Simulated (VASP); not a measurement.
# Si3Se2 (P-4m2) in VASP: further runs

Runs on Si3Se2. Level: PBE. Tasks: single point, relaxation of cell and atoms.

All numbers are computed with VASP 6.6.1; they aren't measurements. Logs are shortened: lines on timing, memory, paths and dates and some standing lists are left out, and cuts for length are marked.

### Step 1. The cell of the first run

It takes space group P-4m2 (No. 115, tetragonal). Conventional cell: a = 3.775 Å, b = 3.775 Å, c = 9.619 Å, α = 90.00°, β = 90.00°, γ = 90.00°. Within 3.1 Å of Si (site symmetry 2mm) lie 2 Si at 2.33 Å and 2 Se at 2.36 Å. Within 3.1 Å of Si (site symmetry -4m2) lie 4 Si at 2.33 Å. Within 3.1 Å of Se (site symmetry 2mm) lie 2 Si at 2.36 Å.

### Step 2. Single point, PBE

The input, INCAR:

```
  PREC = Accurate
  ENCUT = 520
  EDIFF = 1E-7
  ISMEAR = 0
  SIGMA = 0.2
  LREAL = F
  LASPH = T
  NELM = 80
  ALGO = Normal
  ISIF = 2
  LWAVE = F
  LCHARG = T
  GGA = PE
  LELF = T
  LVHAR = T
  NBANDS = 20
```

The input, KPOINTS:

```
Automatic mesh
0
Gamma
  4 4 2
```

The input, POSCAR:

```
Si3Se2
1.0
    3.7749995117      0.0000000000      0.0000000000
    0.0000000000      3.7749995117      0.0000000000
    0.0000000000      0.0000000000      9.6193999188
Si Se
3 2
Direct
    0.0000000000      0.5000000000      0.1423942460
    0.5000000000      0.0000000000      0.8576057540
    0.0000000000      0.0000000000      0.0000000000
    0.5000000000      0.5000000000      0.2903990205
    0.5000000000      0.5000000000      0.7096009795
```

Potentials or basis: VASP PAW PBE potentials, release 64 (Si, Se).

Run with:

```
$ cat potpaw_PBE.64/Si/POTCAR potpaw_PBE.64/Se/POTCAR > POTCAR
$ mpirun -np 1 vasp_std > vasp.out
```

OUTCAR:

```text
PREC = Accurate
   ENCUT = 520
   EDIFF = 1E-7
   ISMEAR = 0
   LREAL = F
   LASPH = T
   NELM = 80
   ISIF = 2
   GGA = PE

 ion  position               nearest neighbor table
   1  0.000  0.500  0.142-   3 2.33   3 2.33   4 2.36   4 2.36
   2  0.500  0.000  0.858-   3 2.33   3 2.33   5 2.36   5 2.36
   3  0.000  0.000  0.000-   1 2.33   2 2.33   1 2.33   2 2.33
   4  0.500  0.500  0.290-   1 2.36   1 2.36
   5  0.500  0.500  0.710-   2 2.36   2 2.36

  LATTYP: Found a simple tetragonal cell.
 ALAT       =     3.7749995117
 C/A-ratio  =     2.5481857386

  Lattice vectors:

 A1 = (   3.7749995117,   0.0000000000,   0.0000000000)
 A2 = (   0.0000000000,   3.7749995117,   0.0000000000)
 A3 = (   0.0000000000,   0.0000000000,   9.6193999188)

Analysis of symmetry for initial positions (statically):
=====================================================================
 Subroutine PRICEL returns:
 Original cell was already a primitive cell.

 Routine SETGRP: Setting up the symmetry group for a
 simple tetragonal supercell.

 Subroutine GETGRP returns: Found  8 space group operations
 (whereof  8 operations were pure point group operations)
 out of a pool of 16 trial point group operations.

The static configuration has the point symmetry D_2d.

Analysis of symmetry for dynamics (positions and initial velocities):
=====================================================================
 Subroutine PRICEL returns:
 Original cell was already a primitive cell.

 Routine SETGRP: Setting up the symmetry group for a
 simple tetragonal supercell.

 Subroutine GETGRP returns: Found  8 space group operations
 (whereof  8 operations were pure point group operations)
 out of a pool of 16 trial point group operations.

The dynamic configuration has the point symmetry D_2d.

 Subroutine INISYM returns: Found  8 space group operations
 (whereof  8 operations are pure point group operations),
 and found     1 'primitive' translations

----------------------------------------------------------------------------------------

                                     Primitive cell

  volume of cell :     137.0824

  direct lattice vectors                    reciprocal lattice vectors
     3.774999512  0.000000000  0.000000000     0.264900697  0.000000000  0.000000000
     0.000000000  3.774999512  0.000000000     0.000000000  0.264900697  0.000000000
     0.000000000  0.000000000  9.619399919     0.000000000  0.000000000  0.103956589

  length of vectors
     3.774999512  3.774999512  9.619399919     0.264900697  0.264900697  0.103956589

  position of ions in fractional coordinates (direct lattice)
     0.000000000  0.500000000  0.142394246
     0.500000000  0.000000000  0.857605754
     0.000000000  0.000000000  0.000000000
     0.500000000  0.500000000  0.290399020
     0.500000000  0.500000000  0.709600980

  ion indices of the primitive-cell ions
   primitive index   ion index
                 1           1
                 2           2
                 3           3
                 4           4
                 5           5

----------------------------------------------------------------------------------------

 KPOINTS: Automatic mesh

Automatic generation of k-mesh.
 Grid dimensions read from file:
 generate k-points for:    4    4    2

 Generating k-lattice:

  Cartesian coordinates                     Fractional coordinates (reciprocal lattice)
     0.066225174  0.000000000  0.000000000     0.250000000  0.000000000  0.000000000
     0.000000000  0.066225174  0.000000000     0.000000000  0.250000000  0.000000000
     0.000000000  0.000000000  0.051978294     0.000000000  0.000000000  0.500000000

  Length of vectors
     0.066225174  0.066225174  0.051978294

  Shift w.r.t. Gamma in fractional coordinates (k-lattice)
     0.000000000  0.000000000  0.000000000

 Subroutine IBZKPT returns following result:
 ===========================================

 Found     12 irreducible k-points:

 Following reciprocal coordinates:
            Coordinates               Weight
  0.000000  0.000000  0.000000      1.000000
  0.250000  0.000000  0.000000      4.000000
  0.500000  0.000000  0.000000      2.000000
  0.250000  0.250000  0.000000      4.000000
  0.500000  0.250000  0.000000      4.000000
  0.500000  0.500000  0.000000      1.000000
  0.000000  0.000000  0.500000      1.000000
  0.250000  0.000000  0.500000      4.000000
  0.500000  0.000000  0.500000      2.000000
  0.250000  0.250000  0.500000      4.000000
  0.500000  0.250000  0.500000      4.000000
  0.500000  0.500000  0.500000      1.000000
   k-points           NKPTS =     12   k-points in BZ     NKDIM =     12   number of bands    NBANDS=     20
   number of dos      NEDOS =    301   number of ions     NIONS =      5
   total plane-waves  NPLWV =  56448
   dimension x,y,z NGX =    28 NGY =   28 NGZ =   72
   dimension x,y,z NGXF=    56 NGYF=   56 NGZF=  144
   ions per type =               3   2
   NGX,Y,Z   is equivalent  to a cutoff of  12.33, 12.33, 12.44 a.u.
   NGXF,Y,Z  is equivalent  to a cutoff of  24.66, 24.66, 24.89 a.u.
 SYSTEM =  unknown system
   PREC   = accura    normal or accurate (medium, high low for compatibility)
   ISTART =      0    job   : 0-new  1-cont  2-samecut
   ICHARG =      2    charge: 1-file 2-atom 10-const
   ISPIN  =      1    spin polarized calculation?
   LNONCOLLINEAR =      F non collinear calculations
   LSORBIT =      F    spin-orbit coupling
   LASPH  =      T    aspherical Exc in radial PAW
   ENCUT  =  520.0 eV  38.22 Ry    6.18 a.u.   7.02  7.02 17.89*2*pi/ulx,y,z
   NELM   =     80;   NELMIN=  2; NELMDL= -5     # of ELM steps
   EDIFF  = 0.1E-06   stopping-criterion for ELM
   LREAL  =      F    real-space projection
   EDIFFG = 0.1E-05   stopping-criterion for IOM
   NSW    =      0    number of steps for IOM
   IBRION =     -1    ionic relax: 0-MD 1-quasi-New 2-CG
   NFREE  =      0    steps in history (QN), initial steepest desc. (CG)
   ISIF   =      2    stress and relaxation
   ISYM   =      2    0-nonsym 1-usesym 2-fastsym
   POTIM  = 0.5000    time-step for ionic-motion
   TEBEG  =    0.0;   TEEND  =   0.0 temperature during run
   PSTRESS=    0.0 pullay stress
   NELECT =      24.0000    total number of electrons
   NUPDOWN=      -1.0000    fix difference up-down
   EMIN   =  10.00;   EMAX   =-10.00  energy-range for DOS
   EFERMI =   0.00;   METHOD = LEGACY
   ISMEAR =     0;   SIGMA  =   0.20  broadening in eV -4-tet -1-fermi 0-gaus
   EFERMI_NEDOS =   21; number of points for ismear=-14 and -15
   IALGO  =     38    algorithm
   IMIX   =      4    mixing-type and parameters
     AMIX     =   0.40;   BMIX     =  1.00
     AMIX_MAG =   1.60;   BMIX_MAG =  1.00
  volume/ion in A,a.u.               =      27.42       185.02
  Fermi-wavevector in a.u.,A,eV,Ry     =   0.915837  1.730680 11.411977  0.838757
  Thomas-Fermi vector in A             =   2.040624
   LORBIT       =      0    0 simple, 1 ext, 2 COOP (PROOUT), +10 PAW based schemes
   GGA     = PE    functional components
   LHFCALC =     F    Hartree Fock is set to
   AEXX    =    0.0000 exact exchange contribution
   IVDW    =     0    specifies the selected vdW correction
   LEPSILON=     F    determine dielectric tensor
   LRPA    =     F    only Hartree local field effects (RPA)
 non-spin polarized calculation
 Gauss-broadening in eV      SIGMA  =   0.20
  energy-cutoff  :      520.00
  volume of cell :      137.08
 maximum number of plane-waves:      3740
   NGX = 15   NGY = 15   NGZ = 35

 number of electron      24.0000001 magnetization

 Free energy of the ion-electron system (eV)
  ---------------------------------------------------
  ext. energy  EPLUGINS =         0.00000000
  ---------------------------------------------------
  free energy    TOTEN  =       -23.97247844 eV

  energy without entropy =      -23.94863633  energy(sigma->0) =      -23.96055738

 E-fermi :   2.9747     XC(G=0):  -8.0778

 val. band max:        2.8763574975   @ k =   0.0000   0.0000   0.0000
 cond. band min:       3.0228912509   @ k =   0.0000   0.0000   0.5000
 fundamental gap:      0.1465337533
 Fermi energy:         2.9747085209

 k-point     1 :       0.0000    0.0000    0.0000
  band No.  band energies     occupation
      1     -11.1270      2.00000
      2     -10.8940      2.00000
      3      -7.5545      2.00000
      4      -4.0600      2.00000
      5      -0.9159      2.00000
      6      -0.6668      2.00000
[... 12 lines left out ...]
     19       7.9464      0.00000
     20       9.7711      0.00000

 k-point     2 :       0.2500    0.0000    0.0000
  band No.  band energies     occupation
      1     -10.8623      2.00000
      2     -10.5798      2.00000
      3      -7.3259      2.00000
      4      -4.5088      2.00000
      5      -2.2582      2.00000
      6      -1.6849      2.00000
[... 12 lines left out ...]
     19       8.0649      0.00000
     20       8.5315      0.00000

 k-point     3 :       0.5000    0.0000    0.0000
  band No.  band energies     occupation
      1     -10.6331      2.00000
      2     -10.0459      2.00000
      3      -7.3430      2.00000
      4      -4.5404      2.00000
      5      -4.2052      2.00000
      6      -1.3361      2.00000
[... 12 lines left out ...]
     19       8.6115      0.00000
     20       9.3040      0.00000

 k-point     4 :       0.2500    0.2500    0.0000
  band No.  band energies     occupation
      1     -10.5180      2.00000
      2     -10.3753      2.00000
      3      -6.9880      2.00000
      4      -4.7777      2.00000
      5      -2.7369      2.00000
      6      -1.8355      2.00000
[... 153 lines left out ...]
 k-point    11 :       0.5000    0.2500    0.5000
  band No.  band energies     occupation
      1     -10.2665      2.00000
      2      -9.9214      2.00000
      3      -6.8062      2.00000
      4      -4.8304      2.00000
      5      -4.1979      2.00000
      6      -1.7647      2.00000
[... 12 lines left out ...]
     19       8.2514      0.00000
     20       8.8291      0.00000

 k-point    12 :       0.5000    0.5000    0.5000
  band No.  band energies     occupation
      1      -9.7971      2.00000
      2      -9.7689      2.00000
      3      -5.6275      2.00000
      4      -5.6275      2.00000
      5      -5.0211      2.00000
      6      -1.5642      2.00000
[... 12 lines left out ...]
     19       8.8855      0.00000
     20       8.8855      0.00000

------------------------ aborting loop because EDIFF is reached ----------------------------------------

  FORCE on cell =-STRESS in cart. coord.  units (eV):
  Direction    XX          YY          ZZ          XY          YZ          ZX
  --------------------------------------------------------------------------------------
  -------------------------------------------------------------------------------------
  Total        0.0035822      0.0035822      0.1977867      0.0000000     -0.0000000      0.0000000
  in kB        0.0418677      0.0418677      2.3116702      0.0000000     -0.0000000      0.0000000
  external PRESSURE =       0.7984686 kB  Pullay stress =       0.0000000 kB

 VOLUME and BASIS-vectors are now :
 -----------------------------------------------------------------------------
  energy-cutoff  :      520.00
  volume of cell :      137.08
      direct lattice vectors                 reciprocal lattice vectors
     3.774999512  0.000000000  0.000000000     0.264900697  0.000000000  0.000000000
     0.000000000  3.774999512  0.000000000     0.000000000  0.264900697  0.000000000
     0.000000000  0.000000000  9.619399919     0.000000000  0.000000000  0.103956589

 POSITION                                       TOTAL-FORCE (eV/Angst)
 -----------------------------------------------------------------------------------
      0.00000      1.88750      1.36975         0.000000      0.000000      0.018951
      1.88750      0.00000      8.24965        -0.000000      0.000000     -0.018951
      0.00000      0.00000      0.00000         0.000000      0.000000      0.000000
      1.88750      1.88750      2.79346         0.000000     -0.000000     -0.002430
      1.88750      1.88750      6.82594         0.000000     -0.000000      0.002430
 -----------------------------------------------------------------------------------
    total drift:                               -0.000000      0.000000     -0.000000

  FREE ENERGIE OF THE ION-ELECTRON SYSTEM (eV)
  ---------------------------------------------------
  free  energy   TOTEN  =       -23.9724784356 eV

  energy  without entropy=      -23.9486363275  energy(sigma->0) =      -23.96055738
```

It took 32 s on 1 thread of AMD EPYC 7R43 (Zen 3), shared host; peak memory 0.19 GiB.

What came out:

| Quantity | Value |
| --- | --- |
| Free energy | -23.9725 eV |
| Pressure | 0.1 GPa |
| Largest force | 0.019 eV/Å |

Forces on the atoms (eV/Å):
```
Si   0.000  0.000  0.019
Si   0.000  0.000 -0.019
Si   0.000  0.000  0.000
Se   0.000  0.000 -0.002
Se   0.000  0.000  0.002
```

Levels at points of the mesh, in eV from the Fermi level:
```
           k point  band 9  band 10  band 11  band 12  band 13  band 14  band 15  band 16
(0.00, 0.00, 0.00)   -2.38    -1.50    -0.22    -0.22    -0.10     1.09     1.46     2.21
(0.50, 0.00, 0.00)   -2.50    -1.94    -1.47    -0.44     0.81     2.36     2.84     3.12
(0.50, 0.50, 0.00)   -3.67    -2.99    -2.57    -2.57     1.14     1.86     2.09     2.09
(0.00, 0.00, 0.50)   -2.40    -2.16    -0.18    -0.18     0.05     1.06     1.46     2.56
(0.50, 0.00, 0.50)   -2.06    -2.03    -1.47    -0.45     0.55     2.43     2.92     3.15
(0.50, 0.50, 0.50)   -3.66    -3.40    -2.53    -2.53     1.58     1.89     1.89     1.93
```

Caveat: the k points lie up to 0.42 Å⁻¹ apart; this functional lacks dispersion, which binds the layers, so the pressure and a relaxed spacing across them are unreliable.

(Continued in part 2 of 2.)
